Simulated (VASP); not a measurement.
# Al2Pt in VASP: notebook, part 2 of 2

VASP 6.6.1. The steps go on from the part before.

**4. Single point, PBE**

This run uses another cell than the first one, of 16.86 Å³/atom, 0.980 times its volume.

Contents of INCAR:

```
SYSTEM = Al2Pt
ALGO = Normal
EDIFF = 1E-6
ENCUT = 520
GGA = PE
ISIF = 2
ISMEAR = -1
LASPH = .TRUE.
LCHARG = .TRUE.
LELF = .TRUE.
LREAL = .FALSE.
LVHAR = .TRUE.
LWAVE = .FALSE.
NBANDS = 15
NELM = 80
PREC = Accurate
SIGMA = 0.05
```

Contents of KPOINTS:

```
k-points
0
G
  7 7 7
  0 0 0
```

Contents of POSCAR:

```
Al2Pt
1.0
    0.0000000000      2.9550000000      2.8959000000
    2.9550000000      0.0000000000      2.8959000000
    2.9550000000      2.9550000000      0.0000000000
Pt Al
1 2
Direct
    0.0000000000      0.0000000000      0.0000000000
    0.7500000000      0.7500000000      0.7500000000
    0.2500000000      0.2500000000      0.2500000000
```

Potentials or basis: VASP PAW PBE potentials, release 64 (Pt, Al).

Run with:

```sh
cat potpaw_PBE.64/Pt/POTCAR potpaw_PBE.64/Al/POTCAR > POTCAR
mpirun -np 1 vasp_std > vasp.out
```

OUTCAR:

```text
SYSTEM = Al2Pt
   EDIFF = 1E-6
   ENCUT = 520
   GGA = PE
   ISIF = 2
   ISMEAR = -1
   LASPH = .TRUE.
   LREAL = .FALSE.
   NELM = 80
   PREC = Accurate

 ion  position               nearest neighbor table
   1  0.000  0.000  0.000-   2 2.54   2 2.54   2 2.54   2 2.54   3 2.54   3 2.54   3 2.54   3 2.54

   2  0.750  0.750  0.750-   1 2.54   1 2.54   1 2.54   1 2.54   3 2.90   3 2.90   3 2.96   3 2.96
                             3 2.96   3 2.96
   3  0.250  0.250  0.250-   1 2.54   1 2.54   1 2.54   1 2.54   2 2.90   2 2.90   2 2.96   2 2.96
                             2 2.96   2 2.96

  LATTYP: Found a body centered tetragonal cell.
 ALAT       =     4.1790010768
 C/A-ratio  =     1.3859292911

  Lattice vectors:

 A1 = (   0.0000000000,  -2.9550000000,  -2.8959000000)
 A2 = (   0.0000000000,   2.9550000000,  -2.8959000000)
 A3 = (   2.9550000000,   0.0000000000,   2.8959000000)

Analysis of symmetry for initial positions (statically):
=====================================================================
 Subroutine PRICEL returns:
 Original cell was already a primitive cell.

 Routine SETGRP: Setting up the symmetry group for a
 body centered tetragonal supercell.

 Subroutine GETGRP returns: Found 16 space group operations
 (whereof 16 operations were pure point group operations)
 out of a pool of 16 trial point group operations.

The static configuration has the point symmetry D_4h.

Analysis of symmetry for dynamics (positions and initial velocities):
=====================================================================
 Subroutine PRICEL returns:
 Original cell was already a primitive cell.

 Routine SETGRP: Setting up the symmetry group for a
 body centered tetragonal supercell.

 Subroutine GETGRP returns: Found 16 space group operations
 (whereof 16 operations were pure point group operations)
 out of a pool of 16 trial point group operations.

The dynamic configuration has the point symmetry D_4h.

 Subroutine INISYM returns: Found 16 space group operations
 (whereof 16 operations are pure point group operations),
 and found     1 'primitive' translations

----------------------------------------------------------------------------------------

                                     Primitive cell

  volume of cell :      50.5741

  direct lattice vectors                    reciprocal lattice vectors
     0.000000000  2.955000000  2.895900000    -0.169204738  0.169204738  0.172657896
     2.955000000  0.000000000  2.895900000     0.169204738 -0.169204738  0.172657896
     2.955000000  2.955000000  0.000000000     0.169204738  0.169204738 -0.172657896

  length of vectors
     4.137422121  4.137422121  4.179001077     0.295078355  0.295078355  0.295078355

  position of ions in fractional coordinates (direct lattice)
     0.000000000  0.000000000  0.000000000
     0.750000000  0.750000000  0.750000000
     0.250000000  0.250000000  0.250000000

  ion indices of the primitive-cell ions
   primitive index   ion index
                 1           1
                 2           2
                 3           3

----------------------------------------------------------------------------------------

 KPOINTS: k-points

Automatic generation of k-mesh.
[... 49 lines left out ...]
   number of dos      NEDOS =    301   number of ions     NIONS =      3
   total plane-waves  NPLWV =  32768
   dimension x,y,z NGX =    32 NGY =   32 NGZ =   32
   dimension x,y,z NGXF=    64 NGYF=   64 NGZF=   64
   ions per type =               1   2
   NGX,Y,Z   is equivalent  to a cutoff of  12.86, 12.86, 12.73 a.u.
   NGXF,Y,Z  is equivalent  to a cutoff of  25.72, 25.72, 25.46 a.u.
 SYSTEM =  Al2Pt
   PREC   = accura    normal or accurate (medium, high low for compatibility)
   ISTART =      0    job   : 0-new  1-cont  2-samecut
   ICHARG =      2    charge: 1-file 2-atom 10-const
   ISPIN  =      1    spin polarized calculation?
   LNONCOLLINEAR =      F non collinear calculations
   LSORBIT =      F    spin-orbit coupling
   LASPH  =      T    aspherical Exc in radial PAW
   ENCUT  =  520.0 eV  38.22 Ry    6.18 a.u.   7.69  7.69  7.77*2*pi/ulx,y,z
   NELM   =     80;   NELMIN=  2; NELMDL= -5     # of ELM steps
   EDIFF  = 0.1E-05   stopping-criterion for ELM
   LREAL  =      F    real-space projection
   EDIFFG = 0.1E-04   stopping-criterion for IOM
   NSW    =      0    number of steps for IOM
   IBRION =     -1    ionic relax: 0-MD 1-quasi-New 2-CG
   NFREE  =      0    steps in history (QN), initial steepest desc. (CG)
   ISIF   =      2    stress and relaxation
   ISYM   =      2    0-nonsym 1-usesym 2-fastsym
   POTIM  = 0.5000    time-step for ionic-motion
   TEBEG  =    0.0;   TEEND  =   0.0 temperature during run
   PSTRESS=    0.0 pullay stress
   NELECT =      16.0000    total number of electrons
   NUPDOWN=      -1.0000    fix difference up-down
   EMIN   =  10.00;   EMAX   =-10.00  energy-range for DOS
   EFERMI =   0.00;   METHOD = LEGACY
   ISMEAR =    -1;   SIGMA  =   0.05  broadening in eV -4-tet -1-fermi 0-gaus
   EFERMI_NEDOS =   21; number of points for ismear=-14 and -15
   IALGO  =     38    algorithm
   IMIX   =      4    mixing-type and parameters
     AMIX     =   0.40;   BMIX     =  1.00
     AMIX_MAG =   1.60;   BMIX_MAG =  1.00
  volume/ion in A,a.u.               =      16.86       113.76
  Fermi-wavevector in a.u.,A,eV,Ry     =   1.115506  2.108001 16.930465  1.244354
  Thomas-Fermi vector in A             =   2.252111
   LORBIT       =      0    0 simple, 1 ext, 2 COOP (PROOUT), +10 PAW based schemes
   GGA     = PE    functional components
   LHFCALC =     F    Hartree Fock is set to
   AEXX    =    0.0000 exact exchange contribution
   IVDW    =     0    specifies the selected vdW correction
   LEPSILON=     F    determine dielectric tensor
   LRPA    =     F    only Hartree local field effects (RPA)
 non-spin polarized calculation
  energy-cutoff  :      520.00
  volume of cell :       50.57
 maximum number of plane-waves:      1395
   NGX = 15   NGY = 15   NGZ = 15

 number of electron      15.9999999 magnetization

 Free energy of the ion-electron system (eV)
  ---------------------------------------------------
  ext. energy  EPLUGINS =         0.00000000
  ---------------------------------------------------
  free energy    TOTEN  =       -16.21840697 eV

  energy without entropy =      -16.20337086  energy(sigma->0) =      -16.21088892

 E-fermi :   8.1267     XC(G=0): -10.7893

 val. band max:        8.1153271935   @ k =   0.2857   0.0000   0.2857
 cond. band min:       8.1351109775   @ k =  -0.1429  -0.0000   0.1429
 fundamental gap:      0.0197837840
 Fermi energy:         8.1267020177

 k-point     1 :       0.0000    0.0000    0.0000
  band No.  band energies     occupation
      1      -2.2309      2.00000
      2       2.9597      2.00000
      3       2.9856      2.00000
      4       2.9856      2.00000
      5       4.3106      2.00000
      6       4.3906      2.00000
      7      11.2580      0.00000
      8      11.9316      0.00000
      9      11.9316      0.00000
     10      12.0739      0.00000
     11      13.4632      0.00000
     12      13.7654      0.00000
     13      13.7654      0.00000
     14      14.3458      0.00000
[... 401 lines left out ...]
      2       2.0146      2.00000
      3       3.1282      2.00000
      4       3.7385      2.00000
      5       4.0184      2.00000
      6       4.4290      2.00000
      7       5.0909      2.00000
      8       6.7941      2.00000
      9       8.2466      0.16668
     10      12.1964      0.00000
     11      13.3307      0.00000
     12      14.4706      0.00000
     13      15.9622      0.00000
     14      16.4543      0.00000
     15      17.8638      0.00000

 [... further k-points ...]

------------------------ aborting loop because EDIFF is reached ----------------------------------------

  FORCE on cell =-STRESS in cart. coord.  units (eV):
  Direction    XX          YY          ZZ          XY          YZ          ZX
  --------------------------------------------------------------------------------------
  -------------------------------------------------------------------------------------
  Total        1.5728464      1.5728464      1.8467905      0.0000000      0.0000000     -0.0000000
  in kB       49.8274154     49.8274154     58.5059045      0.0000000      0.0000000     -0.0000000
  external PRESSURE =      52.7202451 kB  Pullay stress =       0.0000000 kB

 VOLUME and BASIS-vectors are now :
 -----------------------------------------------------------------------------
  energy-cutoff  :      520.00
  volume of cell :       50.57
      direct lattice vectors                 reciprocal lattice vectors
     0.000000000  2.955000000  2.895900000    -0.169204738  0.169204738  0.172657896
     2.955000000  0.000000000  2.895900000     0.169204738 -0.169204738  0.172657896
     2.955000000  2.955000000  0.000000000     0.169204738  0.169204738 -0.172657896

 POSITION                                       TOTAL-FORCE (eV/Angst)
 -----------------------------------------------------------------------------------
      0.00000      0.00000      0.00000         0.000000     -0.000000      0.000000
      4.43250      4.43250      4.34385        -0.000000     -0.000000     -0.000000
      1.47750      1.47750      1.44795         0.000000      0.000000      0.000000
 -----------------------------------------------------------------------------------
    total drift:                                0.000000     -0.000000      0.000000

  FREE ENERGIE OF THE ION-ELECTRON SYSTEM (eV)
  ---------------------------------------------------
  free  energy   TOTEN  =       -16.2184069711 eV

  energy  without entropy=      -16.2033708627  energy(sigma->0) =      -16.21088892
```

OSZICAR:

```text
N       E                     dE             d eps       ncg     rms          rms(c)
DAV:   1     0.500509667938E+02    0.50051E+02   -0.66676E+03  1224   0.910E+02
DAV:   2    -0.152041475805E+02   -0.65255E+02   -0.57838E+02  1473   0.167E+02
DAV:   3    -0.167987510901E+02   -0.15946E+01   -0.15852E+01  1565   0.250E+01
DAV:   4    -0.168113726066E+02   -0.12622E-01   -0.12620E-01  1453   0.264E+00
DAV:   5    -0.168115982235E+02   -0.22562E-03   -0.22562E-03  1599   0.360E-01    0.888E+00
DAV:   6    -0.163287939071E+02    0.48280E+00   -0.18980E+00  1403   0.127E+01    0.227E+00
DAV:   7    -0.162486256746E+02    0.80168E-01   -0.14022E-01  1354   0.356E+00    0.169E+00
DAV:   8    -0.162181729917E+02    0.30453E-01   -0.27965E-02  1431   0.142E+00    0.247E-01
DAV:   9    -0.162182510604E+02   -0.78069E-04   -0.12578E-03  1494   0.298E-01    0.160E-01
DAV:  10    -0.162184066698E+02   -0.15561E-03   -0.25259E-04  1319   0.109E-01    0.157E-02
DAV:  11    -0.162184051899E+02    0.14799E-05   -0.10779E-05  1536   0.313E-02    0.750E-03
DAV:  12    -0.162184070126E+02   -0.18227E-05   -0.44523E-06  1249   0.130E-02    0.168E-03
DAV:  13    -0.162184069711E+02    0.41508E-07   -0.17699E-07   831   0.400E-03
   1 F= -.16218407E+02 E0= -.16210889E+02  d E =-.150361E-01
```

Run time: 15 s. Hardware: 1 thread of Intel Xeon Platinum 8488C (Sapphire Rapids), shared host; peak memory 0.19 GiB.

Results:

- Free energy: -16.2184 eV
- Pressure: 5.3 GPa
- Band gap on the k mesh: zero (band 8 reaches 11.93 eV, above the bottom of band 9 at 6.67 eV)

Levels at points of the mesh, in eV from the Fermi level:
```tsv
k point	band 4	band 5	band 6	band 7	band 8	band 9	band 10	band 11	band 12	band 13
(0.00, 0.00, 0.00)	-5.14	-3.82	-3.74	3.13	3.80	3.80	3.95	5.34	5.64	5.64
```

Caveat: spin-orbit coupling is left out, which moves the levels of the heavy elements.

**5. Single point, PBE**

This run uses another cell than the first one, of 17.03 Å³/atom, 0.990 times its volume.

Contents of INCAR:

```
SYSTEM = Al2Pt
ALGO = Normal
EDIFF = 1E-7
ENCUT = 520
GGA = PE
ISIF = 2
ISMEAR = -1
LASPH = .TRUE.
LCHARG = .FALSE.
LREAL = .FALSE.
LWAVE = .FALSE.
NBANDS = 15
NELM = 100
PREC = Accurate
SIGMA = 0.05
```

KPOINTS is that of step 4.

Contents of POSCAR:

```
Al2Pt
1.0
    0.0000000000      2.9550000000      2.9254500000
    2.9550000000      0.0000000000      2.9254500000
    2.9550000000      2.9550000000      0.0000000000
Pt Al
1 2
Direct
    0.0000000000      0.0000000000      0.0000000000
    0.7500000000      0.7500000000      0.7500000000
    0.2500000000      0.2500000000      0.2500000000
```

Run with:

```sh
cat potpaw_PBE.64/Pt/POTCAR potpaw_PBE.64/Al/POTCAR > POTCAR
mpirun -np 1 vasp_std > vasp.out
```

Run time: 15 s. Hardware: 1 thread of Intel Xeon Platinum 8488C (Sapphire Rapids), shared host; peak memory 0.19 GiB.

Results (log left out):

* Free energy: -16.2345 eV
* Pressure: 3.8 GPa
* Band gap on the k mesh: zero (band 8 reaches 11.83 eV, above the bottom of band 9 at 6.60 eV)

Stress tensor (GPa, compression positive):
```
3.63 0.00 0.00
0.00 3.63 0.00
0.00 0.00 4.07
```

Levels at points of the mesh, in eV from the Fermi level:
```csv
k point,band 6,band 7,band 8,band 9,band 10,band 11
"(0.00, 0.00, 0.00)",-3.71,3.05,3.82,3.82,3.89,5.38
```

Caveat: spin-orbit coupling is left out, which moves the levels of the heavy elements.

**6. Summary**

```tsv
cell	k mesh	gap on the mesh (eV)	pressure (GPa)
a = 4.179 Å, angles 60.0°, 3 atoms	8 × 8 × 8	none	2.6
a = 4.179 Å, angles 60.0°, 3 atoms	7 × 7 × 7	none	2.3
a = 4.137, b = 4.137, c = 4.179 Å, angles 59.7, 59.7, 60.7°, 3 atoms	7 × 7 × 7	none	5.3
a = 4.158, b = 4.158, c = 4.179 Å, angles 59.8, 59.8, 60.3°, 3 atoms	7 × 7 × 7	none	3.8
```

Some of these runs hold the atoms at other places in the same cell, which the table doesn't show; runs alike in all that it shows share one row.

Alike in all rows: task single point; level PBE; potentials or basis VASP PAW PBE potentials, release 64 (Pt, Al); no spin polarisation; cutoff (eV) 520; smearing fermi-dirac 0.05 eV.

Caveats: spin-orbit coupling is left out, which moves the levels of the heavy elements.

Absolute energies hang on the potentials; compare differences alone.
